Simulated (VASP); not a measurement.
# Ba (Fd-3m) in VASP: notebook

Runs on Ba. Level: r2SCAN. Tasks: relaxation of cell and atoms.

All numbers are computed with VASP 6.6.1; they aren't measurements. Logs are shortened: lines on timing, memory, paths and dates and some standing lists are left out, and cuts for length are marked.

## Step 1: The cell of the first run

The structure is cubic, space group Fd-3m (No. 227). Conventional cell: a = 8.680 Å, b = 8.680 Å, c = 8.680 Å, α = 90.00°, β = 90.00°, γ = 90.00°. Ba (site symmetry -43m) has 4 Ba at 3.76 Å within 4.9 Å.

This isn't the form of Ba at room conditions, which is bcc.

## Step 2: Relaxation of cell and atoms, r2SCAN

Contents of POSCAR:

```
Ba
1.0
    0.0000000000      4.3400000000      4.3400000000
    4.3400000000      0.0000000000      4.3400000000
    4.3400000000      4.3400000000      0.0000000000
Ba
2
Direct
    0.0000000000      0.0000000000      0.0000000000
    0.2500000000      0.2500000000      0.2500000000
```

Contents of INCAR.step1:

```
SYSTEM = Ba
PREC = Accurate
ENCUT = 600
ISMEAR = 0
SIGMA = 0.1
LREAL = .False.
LASPH = .True.
NELM = 100
GGA = PE
ALGO = Normal
EDIFF = 1E-4
LWAVE = .True.
LCHARG = .False.
```

Contents of INCAR.step2:

```
SYSTEM = Ba
PREC = Accurate
ENCUT = 600
EDIFF = 1E-6
ISMEAR = 0
SIGMA = 0.1
LREAL = .False.
LASPH = .True.
NELM = 100
ALGO = Normal
ISIF = 3
LWAVE = .False.
LCHARG = .False.
METAGGA = R2SCAN
LMIXTAU = .True.
IBRION = 2
NSW = 80
EDIFFG = -0.02
ISTART = 1
```

Contents of KPOINTS:

```
regular mesh
0
Gamma
  5 5 5
  0 0 0
```

Potentials or basis: VASP PAW PBE potentials, release 64 (Ba_sv).

Command:

```sh
$ cat potpaw_PBE.64/Ba_sv/POTCAR > POTCAR
$ cp INCAR.step1 INCAR
$ mpirun -np 1 vasp_std > vasp.out
$ cp INCAR.step2 INCAR
$ mpirun -np 1 vasp_std > vasp.out
```

OUTCAR:

```text
SYSTEM = Ba
   PREC = Accurate
   ENCUT = 600
   EDIFF = 1E-6
   ISMEAR = 0
   LREAL = .False.
   LASPH = .True.
   NELM = 100
   ISIF = 3
   METAGGA = R2SCAN
   IBRION = 2
   NSW = 80
   EDIFFG = -0.02
   ISTART = 1

 ion  position               nearest neighbor table
   1  0.000  0.000  0.000-   2 3.76   2 3.76   2 3.76   2 3.76
   2  0.250  0.250  0.250-   1 3.76   1 3.76   1 3.76   1 3.76

  LATTYP: Found a face centered cubic cell.
 ALAT       =     8.6800000000

  Lattice vectors:

 A1 = (   0.0000000000,   4.3400000000,   4.3400000000)
 A2 = (   4.3400000000,   0.0000000000,   4.3400000000)
 A3 = (   4.3400000000,   4.3400000000,   0.0000000000)

Analysis of symmetry for initial positions (statically):
=====================================================================
 Subroutine PRICEL returns:
 Original cell was already a primitive cell.

 Routine SETGRP: Setting up the symmetry group for a
 face centered cubic supercell.

 Subroutine GETGRP returns: Found 48 space group operations
 (whereof 24 operations were pure point group operations)
 out of a pool of 48 trial point group operations.

The static configuration has the point symmetry T_d .
 The point group associated with its full space group is O_h .

Analysis of symmetry for dynamics (positions and initial velocities):
=====================================================================
 Subroutine PRICEL returns:
 Original cell was already a primitive cell.

 Routine SETGRP: Setting up the symmetry group for a
 face centered cubic supercell.

 Subroutine GETGRP returns: Found 48 space group operations
 (whereof 24 operations were pure point group operations)
 out of a pool of 48 trial point group operations.

The dynamic configuration has the point symmetry T_d .
 The point group associated with its full space group is O_h .

 Subroutine INISYM returns: Found 48 space group operations
 (whereof 24 operations are pure point group operations),
 and found     1 'primitive' translations

----------------------------------------------------------------------------------------

                                     Primitive cell

  volume of cell :     163.4930

  direct lattice vectors                    reciprocal lattice vectors
     0.000000000  4.340000000  4.340000000    -0.115207373  0.115207373  0.115207373
     4.340000000  0.000000000  4.340000000     0.115207373 -0.115207373  0.115207373
     4.340000000  4.340000000  0.000000000     0.115207373  0.115207373 -0.115207373

  length of vectors
     6.137686861  6.137686861  6.137686861     0.199545024  0.199545024  0.199545024

  position of ions in fractional coordinates (direct lattice)
     0.000000000  0.000000000  0.000000000
     0.250000000  0.250000000  0.250000000

  ion indices of the primitive-cell ions
   primitive index   ion index
                 1           1
                 2           2

----------------------------------------------------------------------------------------

 KPOINTS: regular mesh

Automatic generation of k-mesh.
 Grid dimensions read from file:
 generate k-points for:    5    5    5

 Generating k-lattice:

  Cartesian coordinates                     Fractional coordinates (reciprocal lattice)
    -0.023041475  0.023041475  0.023041475     0.200000000  0.000000000  0.000000000
     0.023041475 -0.023041475  0.023041475     0.000000000  0.200000000  0.000000000
     0.023041475  0.023041475 -0.023041475     0.000000000  0.000000000  0.200000000

  Length of vectors
     0.039909005  0.039909005  0.039909005

  Shift w.r.t. Gamma in fractional coordinates (k-lattice)
     0.000000000  0.000000000  0.000000000

 Subroutine IBZKPT returns following result:
 ===========================================

 Found     10 irreducible k-points:

 Following reciprocal coordinates:
            Coordinates               Weight
  0.000000  0.000000  0.000000      1.000000
  0.200000  0.000000  0.000000      8.000000
  0.400000  0.000000  0.000000      8.000000
  0.200000  0.200000  0.000000      6.000000
  0.400000  0.200000  0.000000     24.000000
 -0.400000  0.200000  0.000000     24.000000
 -0.200000  0.200000  0.000000     12.000000
  0.400000  0.400000  0.000000      6.000000
 -0.400000  0.400000  0.000000     12.000000
 -0.400000  0.400000  0.200000     24.000000
   k-points           NKPTS =     10   k-points in BZ     NKDIM =     10   number of bands    NBANDS=     14
   number of dos      NEDOS =    301   number of ions     NIONS =      2
   total plane-waves  NPLWV = 125000
   dimension x,y,z NGX =    50 NGY =   50 NGZ =   50
   dimension x,y,z NGXF=   100 NGYF=  100 NGZF=  100
   ions per type =               2
   NGX,Y,Z   is equivalent  to a cutoff of  13.54, 13.54, 13.54 a.u.
   NGXF,Y,Z  is equivalent  to a cutoff of  27.09, 27.09, 27.09 a.u.
 SYSTEM =  Ba
   PREC   = accura    normal or accurate (medium, high low for compatibility)
   ISTART =      1    job   : 0-new  1-cont  2-samecut
[... 25 lines left out ...]
   IMIX   =      4    mixing-type and parameters
     AMIX     =   0.40;   BMIX     =  1.00
     AMIX_MAG =   1.60;   BMIX_MAG =  1.00
  volume/ion in A,a.u.               =      81.75       551.65
  Fermi-wavevector in a.u.,A,eV,Ry     =   0.812678  1.535738  8.985904  0.660445
  Thomas-Fermi vector in A             =   1.922264
   LORBIT       =      0    0 simple, 1 ext, 2 COOP (PROOUT), +10 PAW based schemes
   METAGGA = R2SCAN    functional components
   LHFCALC =     F    Hartree Fock is set to
   AEXX    =    0.0000 exact exchange contribution
   IVDW    =     0    specifies the selected vdW correction
   LEPSILON=     F    determine dielectric tensor
   LRPA    =     F    only Hartree local field effects (RPA)
 conjugate gradient relaxation of ions
 non-spin polarized calculation
 Gauss-broadening in eV      SIGMA  =   0.10
  energy-cutoff  :      600.00
  volume of cell :      163.49
 maximum number of plane-waves:      5577
 NGX is ok and might be reduce to    50
   NGX = 25   NGY = 25   NGZ = 25

--------------------------------------- Ionic step        1  -------------------------------------------

 number of electron      19.9999999 magnetization

 Free energy of the ion-electron system (eV)
  ---------------------------------------------------
  ext. energy  EPLUGINS =         0.00000000
  ---------------------------------------------------
  free energy    TOTEN  =       -50.75965090 eV

  energy without entropy =      -50.72786236  energy(sigma->0) =      -50.74375663

------------------------ aborting loop because EDIFF is reached ----------------------------------------

  FORCE on cell =-STRESS in cart. coord.  units (eV):
  Direction    XX          YY          ZZ          XY          YZ          ZX
  --------------------------------------------------------------------------------------
  -------------------------------------------------------------------------------------
  Total       -0.7732794     -0.7732794     -0.7732794      0.0000000     -0.0000000      0.0000000
  in kB       -7.5778820     -7.5778820     -7.5778820      0.0000000     -0.0000000      0.0000000
  external PRESSURE =      -7.5778820 kB  Pullay stress =       0.0000000 kB

 VOLUME and BASIS-vectors are now :
 -----------------------------------------------------------------------------
  energy-cutoff  :      600.00
  volume of cell :      163.49
      direct lattice vectors                 reciprocal lattice vectors
     0.000000000  4.340000000  4.340000000    -0.115207373  0.115207373  0.115207373
     4.340000000  0.000000000  4.340000000     0.115207373 -0.115207373  0.115207373
     4.340000000  4.340000000  0.000000000     0.115207373  0.115207373 -0.115207373
[... 217 lines left out ...]
 POSITION                                       TOTAL-FORCE (eV/Angst)
 -----------------------------------------------------------------------------------
      0.00000      0.00000      0.00000        -0.000000     -0.000000     -0.000000
      1.92729      1.92729      1.92729         0.000000      0.000000      0.000000
 -----------------------------------------------------------------------------------
    total drift:                                0.000000      0.000000      0.000000

  FREE ENERGIE OF THE ION-ELECTRON SYSTEM (eV)
  ---------------------------------------------------
  free  energy   TOTEN  =       -51.0254119540 eV

  energy  without entropy=      -51.0061291984  energy(sigma->0) =      -51.01577058

--------------------------------------- Ionic step        8  -------------------------------------------

 number of electron      20.0000000 magnetization

 Free energy of the ion-electron system (eV)
  ---------------------------------------------------
  ext. energy  EPLUGINS =         0.00000000
  ---------------------------------------------------
  free energy    TOTEN  =       -51.02578896 eV

  energy without entropy =      -51.00663511  energy(sigma->0) =      -51.01621203

 E-fermi :   1.8945     XC(G=0):  -8.0688

 val. band max:        1.8704237400   @ k =   0.2000   0.0000   0.0000
 cond. band min:       1.9483375424   @ k =  -0.2000   0.2000   0.0000
 fundamental gap:      0.0779138024
 Fermi energy:         1.8944866775

 k-point     1 :       0.0000    0.0000    0.0000
  band No.  band energies     occupation
      1     -28.7618      2.00000
      2     -28.0430      2.00000
      3     -13.8925      2.00000
      4     -13.8925      2.00000
      5     -13.8925      2.00000
      6     -12.7085      2.00000
      7     -12.7085      2.00000
      8     -12.7085      2.00000
      9      -0.4080      2.00000
     10       2.0337      0.04893
     11       2.0337      0.04893
     12       3.1954      0.00000
     13       3.1954      0.00000
     14       3.1954      0.00000

 k-point     2 :       0.2000    0.0000    0.0000
  band No.  band energies     occupation
      1     -28.7146      2.00000
      2     -28.0963      2.00000
      3     -13.9491      2.00000
      4     -13.9491      2.00000
      5     -13.9003      2.00000
      6     -12.6920      2.00000
      7     -12.6389      2.00000
      8     -12.6389      2.00000
      9       0.0718      2.00000
     10       1.8704      1.26637
[... 160 lines left out ...]
 POSITION                                       TOTAL-FORCE (eV/Angst)
 -----------------------------------------------------------------------------------
      3.84452      3.84452      0.00000         0.000000      0.000000      0.000000
      1.92226      1.92226      1.92226        -0.000000     -0.000000     -0.000000
 -----------------------------------------------------------------------------------
    total drift:                                0.000000      0.000000      0.000000

  FREE ENERGIE OF THE ION-ELECTRON SYSTEM (eV)
  ---------------------------------------------------
  free  energy   TOTEN  =       -51.0257889573 eV

  energy  without entropy=      -51.0066351053  energy(sigma->0) =      -51.01621203

 reached required accuracy - stopping structural energy minimisation
```

It took 31 min on 1 thread of Oxide Virtual Turin-like, shared host; peak memory 0.39 GiB.

Results:

| Property | Result |
| --- | --- |
| Free energy | -51.0258 eV |
| Relaxed volume | 56.82 Å³/atom |
| Relaxed cell | a = 5.437 Å, b = 5.437 Å, c = 5.437 Å, α = 60.00°, β = 60.00°, γ = 60.00° |
| Space group after relaxing (to 0.1 Å) | Fd-3m (No. 227) |
| Energy gained by relaxing | 133.1 meV/atom |
| Ionic steps | 8 |
| Pressure after relaxing | 0.0 GPa |
| Band gap on the k mesh | zero (bands 10 and 11 overlap by 0.16 eV) |

The path:
| step | energy change (eV) | largest force (eV/Å) | pressure (GPa) | volume (Å³) |
| --- | --- | --- | --- | --- |
| 1 | 0.0000 | 0.0000 | -0.76 | 163.49 |
| 2 | -0.0478 | 0.0000 | -0.95 | 154.51 |
| 3 | -0.2061 | 0.0000 | -0.98 | 129.56 |
| 4 | 0.1329 | 0.0000 | 6.76 | 88.01 |
| 5 | -0.2483 | 0.0000 | -0.65 | 121.47 |
| 6 | -0.2624 | 0.0000 | 0.47 | 110.19 |
| 7 | -0.2658 | 0.0000 | -0.11 | 114.54 |
| 8 | -0.2661 | 0.0000 | -0.03 | 113.65 |

Final structure:
```
Ba
1.0
     0.00000    3.84452    3.84452
     3.84452    0.00000    3.84452
     3.84452    3.84452    0.00000
Ba
2
Direct
  0.00000 0.00000 0.00000
  0.25000 0.25000 0.25000
```

Caveat: the volume moved by over 15 % at a fixed basis, so the end points are rough; the PAW data sets were made with another functional, which shifts forces and pressure a little; spin-orbit coupling is left out, which moves the levels of the heavy elements.

## Step 3: Relaxation of cell and atoms, r2SCAN, target pressure 10 GPa, at which the enthalpy is minimised

POSCAR is that of step 2.

Contents of INCAR.step1:

```
SYSTEM = Ba
  PREC = Accurate
  ENCUT = 600
  ISMEAR = 0
  SIGMA = 0.1
  LREAL = .False.
  LASPH = .True.
  NELM = 60
  GGA = PE
  ALGO = Normal
  EDIFF = 1E-4
  LWAVE = .True.
  LCHARG = .False.
```

Contents of INCAR.step2:

```
SYSTEM = Ba
  PREC = Accurate
  ENCUT = 600
  EDIFF = 1E-6
  ISMEAR = 0
  SIGMA = 0.1
  LREAL = .False.
  LASPH = .True.
  NELM = 60
  ALGO = Normal
  ISIF = 3
  LWAVE = .False.
  LCHARG = .False.
  METAGGA = R2SCAN
  LMIXTAU = .True.
  IBRION = 2
  NSW = 80
  EDIFFG = -0.02
  PSTRESS = 100.0
  ISTART = 1
```

Contents of KPOINTS:

```
Automatic mesh
0
Gamma
  5 5 5
  0 0 0
```

Potentials or basis: VASP PAW PBE potentials, release 64 (Ba_sv).

Command:

```sh
$ cat potpaw_PBE.64/Ba_sv/POTCAR > POTCAR
$ cp INCAR.step1 INCAR
$ mpirun -np 1 vasp_std > vasp.out
$ cp INCAR.step2 INCAR
$ mpirun -np 1 vasp_std > vasp.out
```

It took 18 min on 1 thread of Oxide Virtual Turin-like, shared host; peak memory 0.4 GiB.

It converged, with:

```yaml
Free_energy: -50.3599 eV
Relaxed_volume: 41.43 Å³/atom
Relaxed_cell: a = 4.893 Å, b = 4.893 Å, c = 4.893 Å, α = 60.00°, β = 60.00°, γ = 60.00°
Space_group_after_relaxing_to_0.1_Å: Fd-3m (No. 227)
Energy_change_on_relaxing_the_run_minimises_the_enthalpy: +199.9 meV/atom
Ionic_steps: 7
Pressure_after_relaxing: 10.0 GPa
Band_gap_on_the_k_mesh: zero (bands 10 and 11 overlap by 0.23 eV)
```

The path:
```
step  energy change (eV)  largest force (eV/Å)  pressure (GPa)  volume (Å³)
   1              0.0000                0.0000           -0.76       163.49
   2              2.6400                0.0000           34.87        64.97
   3              0.2733                0.0000            8.54        85.05
   4              0.3606                0.0000            9.54        83.50
   5              0.4387                0.0000           10.46        82.24
   6              0.3549                0.0000            9.47        83.59
   7              0.3998                0.0000           10.01        82.85
```

Final structure:
```
Ba
1.0
     0.00000    3.46013    3.46013
     3.46013    0.00000    3.46013
     3.46013    3.46013    0.00000
Ba
2
Direct
  0.00000 0.00000 0.00000
  0.25000 0.25000 0.25000
```

Levels at points of the mesh, in eV from the Fermi level:
```csv
k point,band 7,band 8,band 9,band 10,band 11,band 12,band 13,band 14
"(0.00, 0.00, 0.00)",-13.68,-13.68,-1.97,0.14,0.14,2.07,2.07,2.07
```

Caveat: the cell is relaxed towards a set pressure, so the run minimises the enthalpy, not the energy; the volume moved by over 15 % at a fixed basis, so the end points are rough; the PAW data sets were made with another functional, which shifts forces and pressure a little; spin-orbit coupling is left out, which moves the levels of the heavy elements.

## Step 4: Relaxation of cell and atoms, r2SCAN, target pressure 20 GPa, at which the enthalpy is minimised

POSCAR is that of step 3.

Contents of INCAR.step1:

```
  PREC = Accurate
  ENCUT = 600
  ISMEAR = 0
  SIGMA = 0.1
  LREAL = F
  LASPH = T
  NELM = 80
  GGA = PE
  ALGO = Normal
  EDIFF = 1E-4
  LWAVE = T
  LCHARG = F
```

Contents of INCAR.step2:

```
  PREC = Accurate
  ENCUT = 600
  EDIFF = 1E-6
  ISMEAR = 0
  SIGMA = 0.1
  LREAL = F
  LASPH = T
  NELM = 80
  ALGO = Normal
  ISIF = 3
  LWAVE = F
  LCHARG = F
  METAGGA = R2SCAN
  LMIXTAU = T
  IBRION = 2
  NSW = 80
  EDIFFG = -0.02
  PSTRESS = 200.0
  ISTART = 1
```

Contents of KPOINTS:

```
regular mesh
0
Gamma
  5 5 5
```

Command:

```sh
$ cat potpaw_PBE.64/Ba_sv/POTCAR > POTCAR
$ cp INCAR.step1 INCAR
$ mpirun -np 1 vasp_std > vasp.out
$ cp INCAR.step2 INCAR
$ mpirun -np 1 vasp_std > vasp.out
```

Run time: 26 min. Hardware: 1 thread of Oxide Virtual Turin-like, shared host; peak memory 0.45 GiB.

It converged, with:

```
Free energy                                                : -49.4789 eV
Relaxed volume                                             : 36.55 Å³/atom
Relaxed cell                                               : a = 4.693 Å, b = 4.693 Å, c = 4.693 Å, α = 60.00°, β = 60.00°, γ = 60.00°
Space group after relaxing (to 0.1 Å)                      : Fd-3m (No. 227)
Energy change on relaxing (the run minimises the enthalpy) : +640.4 meV/atom
Ionic steps                                                : 10
Pressure after relaxing                                    : 20.0 GPa
Band gap on the k mesh                                     : zero (bands 10 and 11 overlap by 0.30 eV)
```

Step by step:
```csv
step,energy change (eV),largest force (eV/Å),pressure (GPa),volume (Å³)
1,0.0000,0.0000,-0.76,163.49
2,110.2914,0.0000,1985.87,19.12
3,-0.1153,0.0000,-1.01,143.61
4,-0.2124,0.0000,-0.96,128.51
5,4.7468,0.0000,57.76,57.53
6,0.2978,0.0000,8.78,84.60
7,0.9923,0.0000,16.80,75.62
8,1.2942,0.0000,20.15,73.00
9,1.2534,0.0000,19.69,73.33
10,1.2807,0.0000,20.00,73.10
```

Final structure:
```cif
data_structure
_symmetry_space_group_name_H-M 'P 1'
_symmetry_Int_Tables_number 1
_cell_length_a 4.6934
_cell_length_b 4.6934
_cell_length_c 4.6934
_cell_angle_alpha 60.000
_cell_angle_beta 60.000
_cell_angle_gamma 60.000
_cell_volume 73.10
loop_
_atom_site_label
_atom_site_type_symbol
_atom_site_fract_x
_atom_site_fract_y
_atom_site_fract_z
_atom_site_occupancy
Ba1 Ba 0.00000 0.00000 0.00000 1
Ba2 Ba 0.25000 0.25000 0.25000 1
```

Levels at points of the mesh, in eV from the Fermi level:
```
           k point  band 8  band 9  band 10  band 11  band 12  band 13
(0.00, 0.00, 0.00)  -13.29   -1.81     0.13     0.13     2.43     2.43
```

Caveat: the cell is relaxed towards a set pressure, so the run minimises the enthalpy, not the energy; the volume moved by over 15 % at a fixed basis, so the end points are rough; the PAW data sets were made with another functional, which shifts forces and pressure a little; spin-orbit coupling is left out, which moves the levels of the heavy elements.

## Step 5: Summary

| cell | gap on the mesh (eV) | pressure (GPa) |
| --- | --- | --- |
| relaxed | none | 0.0 |
| relaxed to 10 GPa | none | 10.0 |
| relaxed to 20 GPa | none | 20.0 |

Alike in all rows: task relaxation of cell and atoms; level r2SCAN; potentials or basis VASP PAW PBE potentials, release 64 (Ba_sv); no spin polarisation; k mesh 5 × 5 × 5; cutoff (eV) 600; smearing gaussian 0.1 eV.

Caveats: the volume moved by over 15 % at a fixed basis, so the end points are rough; the PAW data sets were made with another functional, which shifts forces and pressure a little; spin-orbit coupling is left out, which moves the levels of the heavy elements; the cell is relaxed towards a set pressure, so the run minimises the enthalpy, not the energy (at least some runs).

Absolute energies hang on the potentials; compare differences alone.

The gap in the log of VASP goes by the Fermi energy; the results here count the filled bands.